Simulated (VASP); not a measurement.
# TiSi2 (Fd-3m) in VASP: a series of runs

TiSi2 is run at these levels: PBE; tasks: relaxation of cell and atoms, single point.

Everything below comes from runs of VASP 6.6.1. Logs are shortened: lines on timing, memory, paths and dates and some standing lists are left out, and cuts for length are marked.

## 1. The cell of the first run

It takes space group Fd-3m (No. 227, cubic). The conventional cell has a = 6.994 Å, b = 6.994 Å, c = 6.994 Å, α = 90.00°, β = 90.00°, γ = 90.00°. Within 3.8 Å of Ti (site symmetry -43m) lie 12 Si at 2.90 Å and 4 Ti at 3.03 Å. Si (site symmetry -3m) has 6 Si at 2.47 Å and 6 Ti at 2.90 Å within 3.3 Å.

## 2. Relaxation of cell and atoms, PBE

The input, INCAR:

```
SYSTEM = TiSi2
  PREC = Accurate
  ENCUT = 600
  EDIFF = 1E-6
  ISMEAR = 0
  SIGMA = 0.1
  LREAL = .FALSE.
  LASPH = .TRUE.
  NELM = 100
  ALGO = Normal
  ISIF = 3
  LWAVE = .FALSE.
  LCHARG = .FALSE.
  GGA = PE
  IBRION = 2
  NSW = 90
  EDIFFG = -0.04
```

The input, KPOINTS:

```
regular mesh
0
G
  4 4 4
  0 0 0
```

The input, POSCAR:

```
TiSi2
1.0
    0.0000000000      3.4969723051      3.4969723051
    3.4969723051      0.0000000000      3.4969723051
    3.4969723051      3.4969723051      0.0000000000
Ti Si
2 4
Direct
    0.0000000000      0.0000000000      0.0000000000
    0.2500000000      0.2500000000      0.2500000000
    0.6250000000      0.6250000000      0.6250000000
    0.1250000000      0.6250000000      0.6250000000
    0.6250000000      0.6250000000      0.1250000000
    0.6250000000      0.1250000000      0.6250000000
```

Potentials or basis: VASP PAW PBE potentials, release 64 (Ti_sv, Si).

Launch:

```bash
cat potpaw_PBE.64/Ti_sv/POTCAR potpaw_PBE.64/Si/POTCAR > POTCAR
mpirun -np 1 vasp_std > vasp.out
```

OUTCAR:

```text
SYSTEM = TiSi2
   PREC = Accurate
   ENCUT = 600
   EDIFF = 1E-6
   ISMEAR = 0
   LREAL = .FALSE.
   LASPH = .TRUE.
   NELM = 100
   ISIF = 3
   GGA = PE
   IBRION = 2
   NSW = 90
   EDIFFG = -0.04

 ion  position               nearest neighbor table
   1  0.000  0.000  0.000-   3 2.90   3 2.90   3 2.90   4 2.90   5 2.90   6 2.90   6 2.90   4 2.90
                             6 2.90   5 2.90   4 2.90   5 2.90
   2  0.250  0.250  0.250-   4 2.90   5 2.90   6 2.90   3 2.90   3 2.90   3 2.90   4 2.90   4 2.90
                             5 2.90   6 2.90   5 2.90   6 2.90
   3  0.625  0.625  0.625-   4 2.47   5 2.47   6 2.47   5 2.47   6 2.47   4 2.47   1 2.90   2 2.90
                             1 2.90   2 2.90   1 2.90   2 2.90
   4  0.125  0.625  0.625-   3 2.47   5 2.47   6 2.47   3 2.47   5 2.47   6 2.47   1 2.90   2 2.90
                             2 2.90   1 2.90   2 2.90   1 2.90
   5  0.625  0.625  0.125-   3 2.47   3 2.47   4 2.47   6 2.47   6 2.47   4 2.47   1 2.90   2 2.90
                             1 2.90   2 2.90   1 2.90   2 2.90
   6  0.625  0.125  0.625-   3 2.47   5 2.47   3 2.47   4 2.47   5 2.47   4 2.47   1 2.90   2 2.90
                             1 2.90   2 2.90   1 2.90   2 2.90

  LATTYP: Found a face centered cubic cell.
 ALAT       =     6.9939446102

  Lattice vectors:

 A1 = (   0.0000000000,   3.4969723051,   3.4969723051)
 A2 = (   3.4969723051,   0.0000000000,   3.4969723051)
 A3 = (   3.4969723051,   3.4969723051,   0.0000000000)

Analysis of symmetry for initial positions (statically):
=====================================================================
 Subroutine PRICEL returns:
 Original cell was already a primitive cell.

 Routine SETGRP: Setting up the symmetry group for a
 face centered cubic supercell.

 Subroutine GETGRP returns: Found 48 space group operations
 (whereof 24 operations were pure point group operations)
 out of a pool of 48 trial point group operations.

The static configuration has the point symmetry T_d .
 The point group associated with its full space group is O_h .

Analysis of symmetry for dynamics (positions and initial velocities):
=====================================================================
 Subroutine PRICEL returns:
 Original cell was already a primitive cell.

 Routine SETGRP: Setting up the symmetry group for a
 face centered cubic supercell.

 Subroutine GETGRP returns: Found 48 space group operations
 (whereof 24 operations were pure point group operations)
 out of a pool of 48 trial point group operations.

The dynamic configuration has the point symmetry T_d .
 The point group associated with its full space group is O_h .

 Subroutine INISYM returns: Found 48 space group operations
 (whereof 24 operations are pure point group operations),
 and found     1 'primitive' translations

----------------------------------------------------------------------------------------

[... 81 lines left out ...]
   ENCUT  =  600.0 eV  44.10 Ry    6.64 a.u.   9.88  9.88  9.88*2*pi/ulx,y,z
   NELM   =    100;   NELMIN=  2; NELMDL= -5     # of ELM steps
   EDIFF  = 0.1E-05   stopping-criterion for ELM
   LREAL  =      F    real-space projection
   EDIFFG = -.4E-01   stopping-criterion for IOM
   NSW    =     90    number of steps for IOM
   IBRION =      2    ionic relax: 0-MD 1-quasi-New 2-CG
   NFREE  =      1    steps in history (QN), initial steepest desc. (CG)
   ISIF   =      3    stress and relaxation
   ISYM   =      2    0-nonsym 1-usesym 2-fastsym
   POTIM  = 0.5000    time-step for ionic-motion
   TEBEG  =    0.0;   TEEND  =   0.0 temperature during run
   PSTRESS=    0.0 pullay stress
   NELECT =      40.0000    total number of electrons
   NUPDOWN=      -1.0000    fix difference up-down
   EMIN   =  10.00;   EMAX   =-10.00  energy-range for DOS
   EFERMI =   0.00;   METHOD = LEGACY
   ISMEAR =     0;   SIGMA  =   0.10  broadening in eV -4-tet -1-fermi 0-gaus
   EFERMI_NEDOS =   21; number of points for ismear=-14 and -15
   IALGO  =     38    algorithm
   IMIX   =      4    mixing-type and parameters
     AMIX     =   0.40;   BMIX     =  1.00
     AMIX_MAG =   1.60;   BMIX_MAG =  1.00
  volume/ion in A,a.u.               =      14.25        96.19
  Fermi-wavevector in a.u.,A,eV,Ry     =   1.270748  2.401365 21.970681  1.614800
  Thomas-Fermi vector in A             =   2.403718
   LORBIT       =      0    0 simple, 1 ext, 2 COOP (PROOUT), +10 PAW based schemes
   GGA     = PE    functional components
   LHFCALC =     F    Hartree Fock is set to
   AEXX    =    0.0000 exact exchange contribution
   IVDW    =     0    specifies the selected vdW correction
   LEPSILON=     F    determine dielectric tensor
   LRPA    =     F    only Hartree local field effects (RPA)
 conjugate gradient relaxation of ions
 non-spin polarized calculation
 Gauss-broadening in eV      SIGMA  =   0.10
  energy-cutoff  :      600.00
  volume of cell :       85.53
 maximum number of plane-waves:      2884
   NGX = 19   NGY = 19   NGZ = 19

--------------------------------------- Ionic step        1  -------------------------------------------

 number of electron      39.9999995 magnetization

 Free energy of the ion-electron system (eV)
  ---------------------------------------------------
  ext. energy  EPLUGINS =         0.00000000
  ---------------------------------------------------
  free energy    TOTEN  =       -38.07148635 eV

  energy without entropy =      -38.04229435  energy(sigma->0) =      -38.05689035

------------------------ aborting loop because EDIFF is reached ----------------------------------------

  FORCE on cell =-STRESS in cart. coord.  units (eV):
  Direction    XX          YY          ZZ          XY          YZ          ZX
  --------------------------------------------------------------------------------------
  -------------------------------------------------------------------------------------
  Total       -2.3048297     -2.3048297     -2.3048297      0.0000000      0.0000000     -0.0000000
  in kB      -43.1760447    -43.1760447    -43.1760447      0.0000000      0.0000000     -0.0000000
  external PRESSURE =     -43.1760447 kB  Pullay stress =       0.0000000 kB
[... 67 lines left out ...]
--------------------------------------- Ionic step        3  -------------------------------------------

 number of electron      39.9999996 magnetization

 Free energy of the ion-electron system (eV)
  ---------------------------------------------------
  ext. energy  EPLUGINS =         0.00000000
  ---------------------------------------------------
  free energy    TOTEN  =       -38.11026134 eV

  energy without entropy =      -38.07993670  energy(sigma->0) =      -38.09509902

 E-fermi :  11.3178     XC(G=0): -11.7710

 val. band max:       11.2604687891   @ k =   0.5000   0.0000   0.0000
 cond. band min:      11.3196323333   @ k =   0.5000   0.2500   0.0000
 fundamental gap:      0.0591635442
 Fermi energy:        11.3178343655

 k-point     1 :       0.0000    0.0000    0.0000
  band No.  band energies     occupation
      1     -45.7479      2.00000
      2     -45.6885      2.00000
      3     -22.0898      2.00000
      4     -22.0898      2.00000
      5     -22.0898      2.00000
      6     -21.9489      2.00000
[... 238 lines left out ...]
  FREE ENERGIE OF THE ION-ELECTRON SYSTEM (eV)
  ---------------------------------------------------
  free  energy   TOTEN  =       -38.1102613364 eV

  energy  without entropy=      -38.0799366954  energy(sigma->0) =      -38.09509902

 reached required accuracy - stopping structural energy minimisation
```

It took 97 s on 1 thread of Intel Xeon 8259CL, shared host; peak memory 0.25 GiB.

What came out:

| Item | Value |
| --- | --- |
| Free energy | -38.1103 eV |
| Relaxed volume | 13.79 Å³/atom |
| Relaxed cell | a = 4.891 Å, b = 4.891 Å, c = 4.891 Å, α = 60.00°, β = 60.00°, γ = 60.00° |
| Space group after relaxing (to 0.1 Å) | Fd-3m (No. 227) |
| Energy gained by relaxing | 6.5 meV/atom |
| Ionic steps | 3 |
| Pressure after relaxing | 0.0 GPa |
| Band gap on the k mesh | zero (bands 20 and 21 overlap by 1.37 eV) |

Step by step:
| step | energy change (eV) | largest force (eV/Å) | pressure (GPa) | volume (Å³) |
| --- | --- | --- | --- | --- |
| 1 | 0.0000 | 0.0000 | -4.32 | 85.53 |
| 2 | -0.0202 | 0.0000 | 3.28 | 80.86 |
| 3 | -0.0388 | 0.0000 | -0.01 | 82.72 |

Final structure:
```
Ti Si
1.0
     0.00000    3.45834    3.45834
     3.45834    0.00000    3.45834
     3.45834    3.45834    0.00000
Ti Si
2 4
Direct
  0.00000 0.00000 0.00000
  0.25000 0.25000 0.25000
  0.62500 0.62500 0.62500
  0.12500 0.62500 0.62500
  0.62500 0.62500 0.12500
  0.62500 0.12500 0.62500
```

Caveat: the k points lie up to 0.39 Å⁻¹ apart in the final cell, too coarse for converged energies and pressures of a metal.

## 3. Single point, PBE

This run uses another cell than the first one, of 13.83 Å³/atom.

The input, INCAR:

```
ALGO = Normal
EDIFF = 1E-6
ENCUT = 520
GGA = PE
ISIF = 2
ISMEAR = 0
LASPH = T
LCHARG = F
LREAL = F
LWAVE = F
NBANDS = 29
NELM = 80
PREC = Accurate
SIGMA = 0.1
```

The input, KPOINTS:

```
k-points
0
Gamma
  10 10 10
```

The input, POSCAR:

```
TiSi2
1.0
    0.0000000000      3.4622845329      3.4622845329
    3.4622845329      0.0000000000      3.4622845329
    3.4622845329      3.4622845329      0.0000000000
Ti Si
2 4
Direct
    0.5000000000      0.5000000000      0.5000000000
    0.7500000000      0.7500000000      0.7500000000
    0.1250000000      0.1250000000      0.1250000000
    0.6250000000      0.1250000000      0.1250000000
    0.1250000000      0.1250000000      0.6250000000
    0.1250000000      0.6250000000      0.1250000000
```

Potentials or basis: VASP PAW PBE potentials, release 64 (Ti_sv, Si).

Launch:

```bash
cat potpaw_PBE.64/Ti_sv/POTCAR potpaw_PBE.64/Si/POTCAR > POTCAR
mpirun -np 1 vasp_std > vasp.out
```

Wall time 2.4 min (1 thread of Intel Xeon 8259CL, shared host); peak memory 0.26 GiB.

It converged, with:

| Quantity | Value |
| --- | --- |
| Free energy | -38.1420 eV |
| Pressure | -0.1 GPa |
| Band gap on the k mesh | zero (bands 20 and 21 overlap by 1.37 eV) |

Levels at points of the mesh, in eV from the Fermi level:
| k point | band 17 | band 18 | band 19 | band 20 | band 21 | band 22 | band 23 | band 24 |
| --- | --- | --- | --- | --- | --- | --- | --- | --- |
| (0.00, 0.00, 0.00) | -4.22 | -4.22 | -1.24 | 0.67 | 0.67 | 0.67 | 1.59 | 1.59 |
| (0.50, 0.00, 0.00) | -2.00 | -1.75 | -0.41 | 0.02 | 0.02 | 1.11 | 1.11 | 1.26 |
| (0.50, 0.50, 0.00) | -1.24 | -1.24 | -1.16 | -1.16 | -0.70 | -0.70 | 1.72 | 1.72 |

## 4. Relaxation of cell and atoms, PBE

This run uses another cell than the first one, of 13.79 Å³/atom.

The input, INCAR:

```
PREC = Accurate
ENCUT = 600
EDIFF = 1E-7
ISMEAR = 0
SIGMA = 0.1
LREAL = F
LASPH = T
NELM = 100
ALGO = Normal
ISIF = 3
LWAVE = F
LCHARG = F
GGA = PE
IBRION = 2
NSW = 100
EDIFFG = -0.01
```

The input, KPOINTS:

```
Automatic mesh
0
Gamma
  10 10 10
```

Edit POSCAR of step 3 so:

```diff
@@ -2,5 +2,5 @@
 1.0
-    0.0000000000      3.4622845329      3.4622845329
-    3.4622845329      0.0000000000      3.4622845329
-    3.4622845329      3.4622845329      0.0000000000
+    0.0000000000      3.4585518295      3.4585518295
+    3.4585518295      0.0000000000      3.4585518295
+    3.4585518295      3.4585518295      0.0000000000
 Ti Si
```

Launch:

```bash
cat potpaw_PBE.64/Ti_sv/POTCAR potpaw_PBE.64/Si/POTCAR > POTCAR
mpirun -np 1 vasp_std > vasp.out
```

It took 7.3 min on 1 thread of Intel Xeon 8259CL, shared host; peak memory 0.31 GiB.

It converged, with:

```yaml
Free_energy: -38.1428 eV
Relaxed_volume: 13.82 Å³/atom
Relaxed_cell: a = 4.895 Å, b = 4.895 Å, c = 4.895 Å, α = 60.00°, β = 60.00°, γ = 60.00°
Space_group_after_relaxing_to_0.1_Å: Fd-3m (No. 227)
Energy_gained_by_relaxing: 0.0 meV/atom
Ionic_steps: 3
Pressure_after_relaxing: 0.0 GPa
Band_gap_on_the_k_mesh: zero (bands 20 and 21 overlap by 1.38 eV)
```

Step by step:
```tsv
step	energy change (eV)	largest force (eV/Å)	pressure (GPa)	volume (Å³)
1	0.0000	0.0000	0.35	82.74
2	-0.0001	0.0000	-0.24	83.10
3	-0.0002	0.0000	0.00	82.95
```

Final structure:
```
CELL_PARAMETERS angstrom
0.00000 3.46147 3.46147
3.46147 0.00000 3.46147
3.46147 3.46147 0.00000
ATOMIC_POSITIONS crystal
Ti 0.50000 0.50000 0.50000
Ti 0.75000 0.75000 0.75000
Si 0.12500 0.12500 0.12500
Si 0.62500 0.12500 0.12500
Si 0.12500 0.12500 0.62500
Si 0.12500 0.62500 0.12500
```

Levels at points of the mesh, in eV from the Fermi level:
| k point | band 16 | band 17 | band 18 | band 19 | band 20 | band 21 | band 22 | band 23 | band 24 |
| --- | --- | --- | --- | --- | --- | --- | --- | --- | --- |
| (0.00, 0.00, 0.00) | -5.48 | -4.22 | -4.22 | -1.24 | 0.67 | 0.67 | 0.67 | 1.60 | 1.60 |
| (0.50, 0.00, 0.00) | -2.00 | -2.00 | -1.75 | -0.41 | 0.02 | 0.02 | 1.11 | 1.11 | 1.26 |
| (0.50, 0.50, 0.00) | -1.77 | -1.25 | -1.25 | -1.16 | -1.16 | -0.70 | -0.70 | 1.72 | 1.72 |

## 5. Summary

```tsv
task	cell	k mesh	cutoff (eV)	gap on the mesh (eV)	pressure (GPa)	relaxed volume (Å³/atom)
relaxation of cell and atoms	relaxed from a = 4.945 Å, angles 60.0°, 6 atoms	4 × 4 × 4	600	none	0.0	13.79
single point	a = 4.896 Å, angles 60.0°, 6 atoms	10 × 10 × 10	520	none	-0.1	-
relaxation of cell and atoms	relaxed from a = 4.891 Å, angles 60.0°, 6 atoms	10 × 10 × 10	600	none	0.0	13.82
```

Alike in all rows: level PBE; potentials or basis VASP PAW PBE potentials, release 64 (Ti_sv, Si); no spin polarisation; smearing gaussian 0.1 eV.

Caveats: some runs use coarse meshes.

Total energies depend on the potentials used, so only differences within one code and one set of settings carry meaning.
